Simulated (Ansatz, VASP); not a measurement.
# One calculation of BaTiO3, two programs

Contents of INCAR:

```
PREC = Accurate ; ENCUT = 600
EDIFF = 1E-6 ; ISMEAR = -1
SIGMA = 0.05 ; LREAL = F
LASPH = T ; NELM = 120
ALGO = Normal ; ISIF = 2
LWAVE = F ; LCHARG = F
GGA = LIBXC ; LIBXC1 = GGA_X_B88
LIBXC2 = GGA_C_PBE ; NBANDS = 28
GGA_COMPAT = F
```

File KPOINTS:

```
Automatic mesh
0
Gamma
  7 7 7
```

Contents of POSCAR:

```
BaTiO3
1.0
    3.9457420220      0.0000000000      0.0000000000
    0.0000000000      3.9457420220      0.0000000000
    0.0000000000      0.0000000000      3.9636960459
Ba Ti O
1 1 3
Direct
    0.0000000000      0.0000000000      0.0000000000
    0.5000000000      0.5000000000      0.4900000000
    0.0000000000      0.5000000000      0.5170000000
    0.5000000000      0.0000000000      0.5170000000
    0.5000000000      0.5000000000      0.0190000000
```

input.yaml

```yaml
crystal:
  lattice:
    - [3.945742022, 0.0, 0.0]
    - [0.0, 3.945742022, 0.0]
    - [0.0, 0.0, 3.9636960459]
  atoms:
    - { symbol: Ba, position: [0.0, 0.0, 0.0] }
    - { symbol: Ti, position: [0.5, 0.5, 0.49] }
    - { symbol: O, position: [0.0, 0.5, 0.517] }
    - { symbol: O, position: [0.5, 0.0, 0.517] }
    - { symbol: O, position: [0.5, 0.5, 0.019] }
hamiltonian:
  xc: { exchange: b88, correlation: pbe }
  pseudopotentials: { kind: paw }
kpoints:
  mp_grid: { grid: [7, 7, 7] }
scf:
  occupations: { method: fermi_dirac, width: 0.05 }
output:
  forces: true
  stress: true
  eigenvalues: true
```

Alike in both runs: task single point; functional b88 exchange, pbe correlation; k mesh 7 × 7 × 7; occupations fermi-dirac, width 0.05 eV; no spin polarisation.

|  | VASP | Ansatz |
| --- | --- | --- |
| version | VASP 6.6.1 | Ansatz 0.2.0 |
| potentials or method | VASP PAW PBE potentials, release 64 (Ba_sv, Ti_sv, O) | Ansatz PAW |
| plane-wave cutoff (eV) | 600 | 420 |
| valence electrons in the cell | 40 | 40 |

|  | VASP | Ansatz | Ansatz less VASP |
| --- | --- | --- | --- |
| gap on the k mesh at the Fermi level (eV) | 1.95 | 2.03 | +0.070 |
| least direct gap on the mesh (eV) | 2.11 | 2.14 | +0.027 |
| pressure (GPa) | 11.6 | 9.7 | -1.90 |
| traceless stress, the component that is largest in VASP (GPa) | 0.74 | 0.70 | -0.043 |
| rms of the force components (eV/Å) | 0.053 | 0.042 | -0.0109 |

VASP's potentials were made for PBE, not for b88 exchange, pbe correlation. Atom by atom the forces differ by 0.016 eV/Å (rms over components). The functional is the same, so the differences come from potentials, cutoffs and numerics.

Spin-orbit coupling is off throughout. Noted on Ansatz's run: odd divisions of the mesh miss points on the zone boundary, where band edges often lie, so the gap on the mesh can be too wide.
